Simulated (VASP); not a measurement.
# CaO in VASP: notebook, part 2 of 2

VASP 6.6.1. The steps go on from the part before.

## (3) Single point, r2SCAN (epitaxial 111 strain -2.0%)

Contents of POSCAR:

```
CaO
1.0
    0.0649092717      2.6184636858      2.6184636858
    2.6184636858      0.0649092717      2.6184636858
    2.6184636858      2.6184636858      0.0649092717
Ca O
1 1
Direct
    0.0022617533      0.0022617533      0.0022617533
    0.2477382467      0.2477382467      0.2477382467
```

Contents of INCAR.step1:

```
SYSTEM = CaO
ALGO = Normal
EDIFF = 1E-4
ENCUT = 520
GGA = PE
ISMEAR = 0
LASPH = .True.
LCHARG = .False.
LREAL = .False.
LWAVE = .True.
NBANDS = 15
NELM = 100
PREC = Accurate
SIGMA = 0.01
```

Contents of INCAR.step2:

```
SYSTEM = CaO
ALGO = Normal
EDIFF = 1E-6
ENCUT = 520
ISIF = 2
ISMEAR = 0
ISTART = 1
LASPH = .True.
LCHARG = .False.
LMIXTAU = .True.
LREAL = .False.
LWAVE = .False.
METAGGA = R2SCAN
NBANDS = 15
NELM = 100
PREC = Accurate
SIGMA = 0.01
```

Contents of KPOINTS:

```
k-points
0
Gamma
  8 8 8
  0 0 0
```

Potentials or basis: VASP PAW PBE potentials, release 64 (Ca_sv, O).

Run with:

```
> cat potpaw_PBE.64/Ca_sv/POTCAR potpaw_PBE.64/O/POTCAR > POTCAR
> cp INCAR.step1 INCAR
> mpirun -np 1 vasp_std > vasp.out
> cp INCAR.step2 INCAR
> mpirun -np 1 vasp_std > vasp.out
```

OUTCAR:

```text
SYSTEM = CaO
   EDIFF = 1E-6
   ENCUT = 520
   ISIF = 2
   ISMEAR = 0
   ISTART = 1
   LASPH = .True.
   LREAL = .False.
   METAGGA = R2SCAN
   NELM = 100
   PREC = Accurate

 ion  position               nearest neighbor table
   1  0.002  0.002  0.002-   2 2.24   2 2.24   2 2.24   2 2.25
   2  0.248  0.248  0.248-   1 2.24   1 2.24   1 2.24   1 2.25

  LATTYP: Found a trigonal (rhomboedric) cell.
 ALAT       =     3.7036356950
 COS(alpha) =     0.5246278756

  Lattice vectors:

 A1 = (   0.0649092717,   2.6184636858,   2.6184636858)
 A2 = (   2.6184636858,   0.0649092717,   2.6184636858)
 A3 = (   2.6184636858,   2.6184636858,   0.0649092717)

Analysis of symmetry for initial positions (statically):
=====================================================================
 Subroutine PRICEL returns:
 Original cell was already a primitive cell.

 Routine SETGRP: Setting up the symmetry group for a
 trigonal (rhombohedral) supercell.

 Subroutine GETGRP returns: Found  6 space group operations
 (whereof  6 operations were pure point group operations)
 out of a pool of 12 trial point group operations.

The static configuration has the point symmetry C_3v.

Analysis of symmetry for dynamics (positions and initial velocities):
=====================================================================
 Subroutine PRICEL returns:
 Original cell was already a primitive cell.

 Routine SETGRP: Setting up the symmetry group for a
 trigonal (rhombohedral) supercell.

 Subroutine GETGRP returns: Found  6 space group operations
 (whereof  6 operations were pure point group operations)
 out of a pool of 12 trial point group operations.

The dynamic configuration has the point symmetry C_3v.

 Subroutine INISYM returns: Found  6 space group operations
 (whereof  6 operations are pure point group operations),
 and found     1 'primitive' translations

----------------------------------------------------------------------------------------

                                     Primitive cell

  volume of cell :      34.5714

  direct lattice vectors                    reciprocal lattice vectors
[... 121 lines left out ...]
  volume of cell :       34.57
 maximum number of plane-waves:       952
   NGX = 13   NGY = 13   NGZ = 13

 number of electron      15.9999998 magnetization

 Free energy of the ion-electron system (eV)
  ---------------------------------------------------
  ext. energy  EPLUGINS =         0.00000000
  ---------------------------------------------------
  free energy    TOTEN  =       -18.92130456 eV

  energy without entropy =      -18.92130456  energy(sigma->0) =      -18.92130456

 E-fermi :   0.3391     XC(G=0):  -9.6970

 val. band max:        0.2854299818   @ k =   0.5000   0.5000  -0.0000
 cond. band min:       4.0757663321   @ k =   0.0000   0.0000   0.0000
 fundamental gap:      3.7903363502
 Fermi energy:         0.3390992257

 k-point     1 :       0.0000    0.0000    0.0000
  band No.  band energies     occupation
      1     -38.2031      2.00000
      2     -18.2580      2.00000
      3     -18.2580      2.00000
      4     -18.2577      2.00000
      5     -15.5279      2.00000
      6      -0.4966      2.00000
      7      -0.3583      2.00000
      8      -0.3583      2.00000
      9       4.0758      0.00000
     10       8.9978      0.00000
     11       8.9978      0.00000
     12      10.6907      0.00000
     13      10.7051      0.00000
     14      10.7051      0.00000
[... 401 lines left out ...]
      2     -18.8720      2.00000
      3     -18.3561      2.00000
      4     -18.2969      2.00000
      5     -14.9003      2.00000
      6      -0.7601      2.00000
      7      -0.2472      2.00000
      8      -0.1784      2.00000
      9       6.2391      0.00000
     10       8.3793      0.00000
     11       8.5428      0.00000
     12       9.8912      0.00000
     13      10.8932      0.00000
     14      11.1801      0.00000
     15      13.9798      0.00000

 [... further k-points ...]

------------------------ aborting loop because EDIFF is reached ----------------------------------------

  FORCE on cell =-STRESS in cart. coord.  units (eV):
  Direction    XX          YY          ZZ          XY          YZ          ZX
  --------------------------------------------------------------------------------------
  -------------------------------------------------------------------------------------
  Total        0.6446648      0.6446648      0.6446648     -0.2144398     -0.2144398     -0.2144398
  in kB       29.8763793     29.8763793     29.8763793     -9.9380086     -9.9380086     -9.9380086
  external PRESSURE =      29.8763793 kB  Pullay stress =       0.0000000 kB

 VOLUME and BASIS-vectors are now :
 -----------------------------------------------------------------------------
  energy-cutoff  :      520.00
  volume of cell :       34.57
      direct lattice vectors                 reciprocal lattice vectors
     0.064909272  2.618463686  2.618463686    -0.198202706  0.193408295  0.193408295
     2.618463686  0.064909272  2.618463686     0.193408295 -0.198202706  0.193408295
     2.618463686  2.618463686  0.064909272     0.193408295  0.193408295 -0.198202706

 POSITION                                       TOTAL-FORCE (eV/Angst)
 -----------------------------------------------------------------------------------
      0.01199      0.01199      0.01199         0.004125      0.004125      0.004125
      1.31347      1.31347      1.31347        -0.004125     -0.004125     -0.004125
 -----------------------------------------------------------------------------------
    total drift:                               -0.000336     -0.000336     -0.000336

  FREE ENERGIE OF THE ION-ELECTRON SYSTEM (eV)
  ---------------------------------------------------
  free  energy   TOTEN  =       -18.9213045564 eV

  energy  without entropy=      -18.9213045564  energy(sigma->0) =      -18.92130456
```

It took 2 min on 1 thread of Intel Xeon Platinum 8375C at 2.90GHz (Ice Lake), shared host; peak memory 0.19 GiB.

What came out:

```
Free energy            : -18.9213 eV
Pressure               : 3.0 GPa
Largest force          : 0.007 eV/Å
Band gap on the k mesh : 3.79 eV (least direct gap 4.43 eV)
```

Forces in eV/Å, atoms in the order of the input:
```
Ca   0.004  0.004  0.004
O   -0.004 -0.004 -0.004
```

Levels at points of the mesh, in eV from the valence-band top:
```
           k point  band 6  band 7  band 8  band 9  band 10  band 11
(0.00, 0.00, 0.00)   -0.78   -0.64   -0.64    3.79     8.71     8.71
(0.50, 0.00, 0.00)   -1.00   -0.45   -0.42    6.65     8.30     8.85
(0.50, 0.50, 0.00)   -1.50   -0.06    0.00    5.36     7.26     9.84
(0.50, 0.50, 0.50)   -1.11   -0.36   -0.36    6.58     8.60     8.60
```

Caveat: the cell differs from its parent crystal (epitaxial 111 strain -2.0%); the PAW data sets were made with another functional, which shifts forces and pressure a little.

## (4) Single point, HSE06 (epitaxial 111 strain -2.0%)

POSCAR is that of step 3.

Contents of INCAR.step1:

```
ALGO     = Normal         # electronic algorithm
EDIFF    = 1E-5           # SCF threshold, eV
ENCUT    = 520            # plane-wave cutoff, eV
GGA      = PE             # functional
ISIF     = 2              # what is computed and relaxed
ISMEAR   = 0              # smearing method
LASPH    = True           # aspherical terms in the spheres
LCHARG   = False          # write CHGCAR
LREAL    = False          # projectors in reciprocal space
LWAVE    = True           # write WAVECAR
NBANDS   = 15             # bands
NELM     = 100            # most SCF steps
PREC     = Accurate       # precision mode
SIGMA    = 0.01           # smearing width, eV
```

Contents of INCAR.step2:

```
ALGO     = Normal         # electronic algorithm
EDIFF    = 1E-7           # SCF threshold, eV
ENCUT    = 520            # plane-wave cutoff, eV
GGA      = PE             # functional
HFSCREEN = 0.2079         # screening, 1/A
ISIF     = 2              # what is computed and relaxed
ISMEAR   = 0              # smearing method
ISTART   = 1            
LASPH    = True           # aspherical terms in the spheres
LCHARG   = False          # write CHGCAR
LHFCALC  = True           # exact exchange
LREAL    = False          # projectors in reciprocal space
LWAVE    = False          # write WAVECAR
NBANDS   = 15             # bands
NELM     = 100            # most SCF steps
PREC     = Accurate       # precision mode
PRECFOCK = Normal       
SIGMA    = 0.01           # smearing width, eV
```

Contents of KPOINTS:

```
k-points
0
Gamma
  6 6 6
```

Potentials or basis: VASP PAW PBE potentials, release 64 (Ca_sv, O).

Run with:

```
> cat potpaw_PBE.64/Ca_sv/POTCAR potpaw_PBE.64/O/POTCAR > POTCAR
> cp INCAR.step1 INCAR
> mpirun -np 1 vasp_std > vasp.out
> cp INCAR.step2 INCAR
> mpirun -np 1 vasp_std > vasp.out
```

OUTCAR:

```text
EDIFF = 1E-7
   ENCUT = 520
   GGA = PE
   HFSCREEN = 0.2079
   ISIF = 2
   ISMEAR = 0
   ISTART = 1
   LASPH = True
   LHFCALC = True
   LREAL = False
   NELM = 100
   PREC = Accurate
   PRECFOCK = Normal

 ion  position               nearest neighbor table
   1  0.002  0.002  0.002-   2 2.24   2 2.24   2 2.24   2 2.25
   2  0.248  0.248  0.248-   1 2.24   1 2.24   1 2.24   1 2.25

  LATTYP: Found a trigonal (rhomboedric) cell.
 ALAT       =     3.7036356950
 COS(alpha) =     0.5246278756

  Lattice vectors:

 A1 = (   0.0649092717,   2.6184636858,   2.6184636858)
 A2 = (   2.6184636858,   0.0649092717,   2.6184636858)
 A3 = (   2.6184636858,   2.6184636858,   0.0649092717)

Analysis of symmetry for initial positions (statically):
=====================================================================
 Subroutine PRICEL returns:
 Original cell was already a primitive cell.

 Routine SETGRP: Setting up the symmetry group for a
 trigonal (rhombohedral) supercell.

[... 184 lines left out ...]
      2     -19.5091      2.00000
      3     -19.5067      2.00000
      4     -19.5067      2.00000
      5     -16.7391      2.00000
      6      -1.2301      2.00000
      7      -1.0867      2.00000
      8      -1.0867      2.00000
      9       4.3326      0.00000
     10       9.7316      0.00000
     11       9.7316      0.00000
     12      11.4924      0.00000
     13      11.5034      0.00000
     14      11.5034      0.00000
[... 401 lines left out ...]
      2     -20.4755      2.00000
      3     -19.7386      2.00000
      4     -19.6770      2.00000
      5     -15.6099      2.00000
      6      -1.6440      2.00000
      7      -0.8341      2.00000
      8      -0.4669      2.00000
      9       6.1393      0.00000
     10       7.8963      0.00000
     11      10.4743      0.00000
     12      11.1743      0.00000
     13      11.9116      0.00000
     14      14.1461      0.00000
     15      15.2350      0.00000

 [... further k-points ...]

------------------------ aborting loop because EDIFF is reached ----------------------------------------

  FORCE on cell =-STRESS in cart. coord.  units (eV):
  Direction    XX          YY          ZZ          XY          YZ          ZX
  --------------------------------------------------------------------------------------
  -------------------------------------------------------------------------------------
  Total        0.5800869      0.5800869      0.5800869     -0.2241764     -0.2241764     -0.2241764
  in kB       26.8835769     26.8835769     26.8835769    -10.3892418    -10.3892418    -10.3892418
  external PRESSURE =      26.8835769 kB  Pullay stress =       0.0000000 kB

 VOLUME and BASIS-vectors are now :
 -----------------------------------------------------------------------------
  energy-cutoff  :      520.00
  volume of cell :       34.57
      direct lattice vectors                 reciprocal lattice vectors
     0.064909272  2.618463686  2.618463686    -0.198202706  0.193408295  0.193408295
     2.618463686  0.064909272  2.618463686     0.193408295 -0.198202706  0.193408295
     2.618463686  2.618463686  0.064909272     0.193408295  0.193408295 -0.198202706

 POSITION                                       TOTAL-FORCE (eV/Angst)
 -----------------------------------------------------------------------------------
      0.01199      0.01199      0.01199        -0.004245     -0.004245     -0.004245
      1.31347      1.31347      1.31347         0.004245      0.004245      0.004245
 -----------------------------------------------------------------------------------
    total drift:                               -0.000087     -0.000087     -0.000087

  FREE ENERGIE OF THE ION-ELECTRON SYSTEM (eV)
  ---------------------------------------------------
  free  energy   TOTEN  =       -14.4324270451 eV

  energy  without entropy=      -14.4324270451  energy(sigma->0) =      -14.43242705
```

OUTCAR.step1:

```text
EDIFF = 1E-5
   ENCUT = 520
   GGA = PE
   ISIF = 2
   ISMEAR = 0
[... 654 lines left out ...]
 -----------------------------------------------------------------------------------
      0.01199      0.01199      0.01199         0.000147      0.000147      0.000147
      1.31347      1.31347      1.31347        -0.000147     -0.000147     -0.000147
 -----------------------------------------------------------------------------------
    total drift:                               -0.000145     -0.000145     -0.000145

  FREE ENERGIE OF THE ION-ELECTRON SYSTEM (eV)
  ---------------------------------------------------
  free  energy   TOTEN  =       -12.4150675463 eV

  energy  without entropy=      -12.4150675463  energy(sigma->0) =      -12.41506755
```

Run time: 1.6 h. Hardware: 1 thread of Intel Xeon Platinum 8375C at 2.90GHz (Ice Lake), shared host; peak memory 0.29 GiB.

What came out:

- Free energy: -14.4324 eV
- Pressure: 2.7 GPa
- Largest force: 0.007 eV/Å
- Band gap on the k mesh: 4.77 eV (least direct gap 5.42 eV)

Forces in eV/Å, atoms in the order of the input:
```
Ca  -0.004 -0.004 -0.004
O    0.004  0.004  0.004
```

Levels at points of the mesh, in eV from the valence-band top:
```
           k point  band 6  band 7  band 8  band 9  band 10  band 11
(0.00, 0.00, 0.00)   -0.79   -0.65   -0.65    4.77    10.17    10.17
(0.50, 0.00, 0.00)   -1.07   -0.45   -0.42    7.92     9.61    10.05
(0.50, 0.50, 0.00)   -1.57   -0.06    0.00    6.54     8.49    11.41
(0.50, 0.50, 0.50)   -1.18   -0.35   -0.35    7.85     9.91    10.00
```

Caveat: the cell differs from its parent crystal (epitaxial 111 strain -2.0%); the PAW data sets were made with another functional, which shifts forces and pressure a little. A k mesh can miss the band edges.

## (5) Overview

| level | cell | k mesh | grid for exact exchange (PRECFOCK) | share of exact exchange | screening parameter | gap on the mesh (eV) | pressure (GPa) | largest force (eV/Å) |
| --- | --- | --- | --- | --- | --- | --- | --- | --- |
| r2SCAN | a = 3.687, b = 3.687, c = 3.791 Å, angles 59.1, 59.1, 58.1°, 2 atoms, shear xy strain +5.7% | 8 × 8 × 8 | - | - | - | 3.66 | 0.8 | 0.02 |
| r2SCAN | a = 3.704 Å, angles 58.4°, 2 atoms, epitaxial 111 strain -2.0% | 8 × 8 × 8 | - | - | - | 3.79 | 3.0 | 0.01 |
| HSE06 | a = 3.704 Å, angles 58.4°, 2 atoms, epitaxial 111 strain -2.0% | 6 × 6 × 6 | Normal | 0.25 | 0.2079 1/Å | 4.77 | 2.7 | 0.01 |

Alike in all rows: task single point; potentials or basis VASP PAW PBE potentials, release 64 (Ca_sv, O); no spin polarisation; cutoff (eV) 520; smearing gaussian 0.01 eV.

Caveats: the PAW data sets were made with another functional, which shifts forces and pressure a little.

Total energies depend on the potentials used, so only differences within one code and one set of settings carry meaning.
